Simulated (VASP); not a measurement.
# Pt (Fm-3m) in VASP: a series of runs

Pt is run at these levels: PBE; tasks: single point.

All numbers are computed with VASP 6.6.1; they aren't measurements. Logs are shortened: lines on timing, memory, paths and dates and some standing lists are left out, and cuts for length are marked.

## 1. The cell of the first run

Symmetry: Fm-3m, No. 225, cubic system. The conventional cell has a = 3.878 Å, b = 3.878 Å, c = 3.878 Å, α = 90.00°, β = 90.00°, γ = 90.00°. Pt (site symmetry m-3m) has 12 Pt at 2.74 Å within 3.6 Å.

## 2. Single point, PBE

The input, INCAR:

```
SYSTEM = Pt
ALGO = Normal
EDIFF = 1E-6
ENCUT = 500
GGA = PE
GGA_COMPAT = .False.
ISIF = 2
ISMEAR = -1
LASPH = .True.
LCHARG = .False.
LREAL = .False.
LWAVE = .False.
NBANDS = 11
NELM = 120
PREC = Accurate
SIGMA = 0.05
```

The input, KPOINTS:

```
k-points
0
Gamma
  7 7 7
  0 0 0
```

The input, POSCAR:

```
Pt
1.0
    0.0000000000      1.9390000000      1.9390000000
    1.9390000000      0.0000000000      1.9390000000
    1.9390000000      1.9390000000      0.0000000000
Pt
1
Direct
    0.0000000000      0.0000000000      0.0000000000
```

Potentials or basis: VASP PAW PBE potentials, release 64 (Pt).

Started as:

```sh
$ cat potpaw_PBE.64/Pt/POTCAR > POTCAR
$ mpirun -np 1 vasp_std > vasp.out
```

OUTCAR:

```text
SYSTEM = Pt
   EDIFF = 1E-6
   ENCUT = 500
   GGA = PE
   ISIF = 2
   ISMEAR = -1
   LASPH = .True.
   LREAL = .False.
   NELM = 120
   PREC = Accurate

 ion  position               nearest neighbor table
   1  0.000  0.000  0.000-

  LATTYP: Found a face centered cubic cell.
 ALAT       =     3.8780000000

  Lattice vectors:

 A1 = (   0.0000000000,   1.9390000000,   1.9390000000)
 A2 = (   1.9390000000,   0.0000000000,   1.9390000000)
 A3 = (   1.9390000000,   1.9390000000,   0.0000000000)

Analysis of symmetry for initial positions (statically):
=====================================================================
 Subroutine PRICEL returns:
 Original cell was already a primitive cell.

 Routine SETGRP: Setting up the symmetry group for a
 face centered cubic supercell.

 Subroutine GETGRP returns: Found 48 space group operations
 (whereof 48 operations were pure point group operations)
 out of a pool of 48 trial point group operations.

The static configuration has the point symmetry O_h .

Analysis of symmetry for dynamics (positions and initial velocities):
=====================================================================
 Subroutine PRICEL returns:
 Original cell was already a primitive cell.

 Routine SETGRP: Setting up the symmetry group for a
 face centered cubic supercell.

 Subroutine GETGRP returns: Found 48 space group operations
 (whereof 48 operations were pure point group operations)
 out of a pool of 48 trial point group operations.

The dynamic configuration has the point symmetry O_h .

 Subroutine INISYM returns: Found 48 space group operations
 (whereof 48 operations are pure point group operations),
 and found     1 'primitive' translations

----------------------------------------------------------------------------------------

                                     Primitive cell

  volume of cell :      14.5802

  direct lattice vectors                    reciprocal lattice vectors
     0.000000000  1.939000000  1.939000000    -0.257864879  0.257864879  0.257864879
     1.939000000  0.000000000  1.939000000     0.257864879 -0.257864879  0.257864879
     1.939000000  1.939000000  0.000000000     0.257864879  0.257864879 -0.257864879

  length of vectors
     2.742160097  2.742160097  2.742160097     0.446635072  0.446635072  0.446635072

  position of ions in fractional coordinates (direct lattice)
     0.000000000  0.000000000  0.000000000

  ion indices of the primitive-cell ions
[... 74 lines left out ...]
   NFREE  =      0    steps in history (QN), initial steepest desc. (CG)
   ISIF   =      2    stress and relaxation
   ISYM   =      2    0-nonsym 1-usesym 2-fastsym
   POTIM  = 0.5000    time-step for ionic-motion
   TEBEG  =    0.0;   TEEND  =   0.0 temperature during run
   PSTRESS=    0.0 pullay stress
   NELECT =      10.0000    total number of electrons
   NUPDOWN=      -1.0000    fix difference up-down
   EMIN   =  10.00;   EMAX   =-10.00  energy-range for DOS
   EFERMI =   0.00;   METHOD = LEGACY
   ISMEAR =    -1;   SIGMA  =   0.05  broadening in eV -4-tet -1-fermi 0-gaus
   EFERMI_NEDOS =   21; number of points for ismear=-14 and -15
   IALGO  =     38    algorithm
   IMIX   =      4    mixing-type and parameters
     AMIX     =   0.40;   BMIX     =  1.00
     AMIX_MAG =   1.60;   BMIX_MAG =  1.00
  volume/ion in A,a.u.               =      14.58        98.39
  Fermi-wavevector in a.u.,A,eV,Ry     =   1.443733  2.728261 28.359525  2.084366
  Thomas-Fermi vector in A             =   2.562108
   LORBIT       =      0    0 simple, 1 ext, 2 COOP (PROOUT), +10 PAW based schemes
   GGA     = PE    functional components
   LHFCALC =     F    Hartree Fock is set to
   AEXX    =    0.0000 exact exchange contribution
   IVDW    =     0    specifies the selected vdW correction
   LEPSILON=     F    determine dielectric tensor
   LRPA    =     F    only Hartree local field effects (RPA)
 non-spin polarized calculation
  energy-cutoff  :      500.00
  volume of cell :       14.58
 maximum number of plane-waves:       378
   NGX =  9   NGY =  9   NGZ =  9

 number of electron      10.0000000 magnetization

 number of electron       9.9999999 magnetization

 Free energy of the ion-electron system (eV)
  ---------------------------------------------------
  ext. energy  EPLUGINS =         0.00000000
  ---------------------------------------------------
  free energy    TOTEN  =        -6.00330752 eV

  energy without entropy =       -5.98376789  energy(sigma->0) =       -5.99353770

 E-fermi :  12.0674     XC(G=0): -13.6864

 val. band max:       11.9795461486   @ k =   0.4286   0.1429   0.0000
 cond. band min:      12.0785860077   @ k =   0.4286   0.2857   0.0000
 fundamental gap:      0.0990398592
 Fermi energy:        12.0674065166

 k-point     1 :       0.0000    0.0000    0.0000
  band No.  band energies     occupation
      1       1.3236      2.00000
      2       7.9599      2.00000
      3       7.9599      2.00000
      4       7.9599      2.00000
      5      10.2496      2.00000
      6      10.2496      2.00000
      7      26.4523      0.00000
      8      31.6221      0.00000
      9      31.6221      0.00000
     10      31.6221      0.00000
     11      37.0801      0.00000
[... 253 lines left out ...]
 k-point    20 :      -0.2857    0.4286    0.1429
  band No.  band energies     occupation
      1       5.9349      2.00000
      2       6.6035      2.00000
      3       7.7589      2.00000
      4       9.9881      2.00000
      5      12.1110      0.58951
      6      17.9403      0.00000
      7      20.1014      0.00000
      8      21.6951      0.00000
      9      25.5879      0.00000
     10      34.4046      0.00000
     11      37.5079      0.00000

------------------------ aborting loop because EDIFF is reached ----------------------------------------

  FORCE on cell =-STRESS in cart. coord.  units (eV):
  Direction    XX          YY          ZZ          XY          YZ          ZX
  --------------------------------------------------------------------------------------
  -------------------------------------------------------------------------------------
  Total        2.0423718      2.0423718      2.0423718      0.0000000     -0.0000000     -0.0000000
  in kB      224.4305494    224.4305494    224.4305494      0.0000000     -0.0000000     -0.0000000
  external PRESSURE =     224.4305494 kB  Pullay stress =       0.0000000 kB

 VOLUME and BASIS-vectors are now :
 -----------------------------------------------------------------------------
  energy-cutoff  :      500.00
  volume of cell :       14.58
      direct lattice vectors                 reciprocal lattice vectors
     0.000000000  1.939000000  1.939000000    -0.257864879  0.257864879  0.257864879
     1.939000000  0.000000000  1.939000000     0.257864879 -0.257864879  0.257864879
     1.939000000  1.939000000  0.000000000     0.257864879  0.257864879 -0.257864879

 POSITION                                       TOTAL-FORCE (eV/Angst)
 -----------------------------------------------------------------------------------
      0.00000      0.00000      0.00000         0.000000      0.000000      0.000000
 -----------------------------------------------------------------------------------
    total drift:                                0.000000      0.000000     -0.000000

  FREE ENERGIE OF THE ION-ELECTRON SYSTEM (eV)
  ---------------------------------------------------
  free  energy   TOTEN  =        -6.0033075198 eV

  energy  without entropy=       -5.9837678884  energy(sigma->0) =       -5.99353770
```

OSZICAR:

```text
N       E                     dE             d eps       ncg     rms          rms(c)
DAV:   1     0.403834645352E+02    0.40383E+02   -0.52155E+03   440   0.818E+02
DAV:   2    -0.567494513440E+01   -0.46058E+02   -0.44556E+02   509   0.174E+02
DAV:   3    -0.635122517891E+01   -0.67628E+00   -0.67537E+00   506   0.203E+01
DAV:   4    -0.635357454519E+01   -0.23494E-02   -0.23492E-02   520   0.142E+00
DAV:   5    -0.635359272342E+01   -0.18178E-04   -0.18180E-04   515   0.115E-01    0.146E+01
DAV:   6    -0.604368392328E+01    0.30991E+00   -0.64105E-01   473   0.649E+00    0.788E+00
DAV:   7    -0.600671317162E+01    0.36971E-01   -0.11344E-01   506   0.269E+00    0.270E+00
DAV:   8    -0.600334894624E+01    0.33642E-02   -0.30235E-03   488   0.487E-01    0.297E-01
DAV:   9    -0.600330271869E+01    0.46228E-04   -0.13067E-04   539   0.915E-02    0.249E-02
DAV:  10    -0.600330729534E+01   -0.45766E-05   -0.28188E-06   503   0.154E-02    0.574E-03
DAV:  11    -0.600330751982E+01   -0.22449E-06   -0.89033E-08   274   0.247E-03
   1 F= -.60033075E+01 E0= -.59935377E+01  d E =-.195396E-01
```

stdout:

```text
POSCAR found type information on POSCAR Pt
 POSCAR found :  1 types and       1 ions
 scaLAPACK will be used
 LDA part: xc-table for (Slater+PW92), standard interpolation
 POSCAR, INCAR and KPOINTS ok, starting setup
 FFT: planning ... GRIDC
 FFT: planning ... GRID_SOFT
 FFT: planning ... GRID
 WAVECAR not read
 entering main loop
```

Run time: 2.7 s. Hardware: 1 thread of Intel Xeon 6975P-C (Granite Rapids), shared host; peak memory 0.12 GiB.

What came out:

```
Free energy            : -6.0033 eV
Pressure               : 22.4 GPa
Band gap on the k mesh : zero (band 5 reaches 12.26 eV, above the bottom of band 6 at 10.13 eV)
```

Levels at points of the mesh, in eV from the Fermi level:
```tsv
k point	band 2	band 3	band 4	band 5	band 6	band 7	band 8	band 9
(0.00, 0.00, 0.00)	-4.11	-4.11	-4.11	-1.82	-1.82	14.38	19.55	19.55
```

Caveat: the k points lie up to 0.40 Å⁻¹ apart; spin-orbit coupling is left out, which moves the levels of the heavy elements.

## 3. Single point, PBE

The input, INCAR:

```
  PREC = Accurate
  ENCUT = 500
  EDIFF = 1E-6
  ISMEAR = -1
  SIGMA = 0.05
  LREAL = F
  LASPH = T
  NELM = 120
  ALGO = Normal
  ISIF = 2
  LWAVE = F
  LCHARG = F
  GGA = PE
  NBANDS = 11
  GGA_COMPAT = F
```

The input, KPOINTS:

```
Automatic mesh
0
Gamma
  13 13 13
```

POSCAR is that of step 2.

Potentials or basis: VASP PAW PBE potentials, release 64 (Pt).

Started as:

```sh
$ cat potpaw_PBE.64/Pt/POTCAR > POTCAR
$ mpirun -np 1 vasp_std > vasp.out
```

Run time: 4.7 s. Hardware: 1 thread of Intel Xeon 6975P-C (Granite Rapids), shared host; peak memory 0.13 GiB.

Results (log left out):

```yaml
Free_energy: -6.0359 eV
Pressure: 20.6 GPa
Band_gap_on_the_k_mesh: zero (band 5 reaches 12.38 eV, above the bottom of band 6 at 10.08 eV)
```

Levels at points of the mesh, in eV from the Fermi level:
```csv
k point,band 1,band 2,band 3,band 4,band 5,band 6,band 7,band 8,band 9,band 10
"(0.00, 0.00, 0.00)",-10.59,-4.00,-4.00,-4.00,-1.72,-1.72,14.55,19.70,19.70,19.70
```

Caveat: spin-orbit coupling is left out, which moves the levels of the heavy elements.

## 4. Single point, PBE

The input, INCAR:

```
SYSTEM = Pt
PREC     = Accurate       ! precision mode
ENCUT    = 500            ! plane-wave cutoff, eV
EDIFF    = 1E-6           ! SCF threshold, eV
ISMEAR   = -1             ! smearing method
SIGMA    = 0.05           ! smearing width, eV
LREAL    = .False.        ! projectors in reciprocal space
LASPH    = .True.         ! aspherical terms in the spheres
NELM     = 120            ! most SCF steps
ALGO     = Normal         ! electronic algorithm
ISIF     = 2              ! what is computed and relaxed
LWAVE    = .False.        ! write WAVECAR
LCHARG   = .True.         ! write CHGCAR
GGA      = PE             ! functional
LELF     = .True.         ! ELF
LVHAR    = .True.       
NBANDS   = 11             ! bands
GGA_COMPAT= .False.
```

The input, KPOINTS:

```
regular mesh
0
Gamma
  13 13 13
  0 0 0
```

POSCAR is that of step 3.

Started as:

```sh
$ cat potpaw_PBE.64/Pt/POTCAR > POTCAR
$ mpirun -np 1 vasp_std > vasp.out
```

It took 4.9 s on 1 thread of Intel Xeon 6975P-C (Granite Rapids), shared host; peak memory 0.13 GiB.

Results (log left out):

* Free energy: -6.0359 eV
* Pressure: 20.6 GPa
* Band gap on the k mesh: zero (band 5 reaches 12.38 eV, above the bottom of band 6 at 10.08 eV)

Levels at points of the mesh, in eV from the Fermi level:
| k point | band 1 | band 2 | band 3 | band 4 | band 5 | band 6 | band 7 | band 8 | band 9 | band 10 |
| --- | --- | --- | --- | --- | --- | --- | --- | --- | --- | --- |
| (0.00, 0.00, 0.00) | -10.59 | -4.00 | -4.00 | -4.00 | -1.72 | -1.72 | 14.55 | 19.70 | 19.70 | 19.70 |

Caveat: spin-orbit coupling is left out, which moves the levels of the heavy elements.
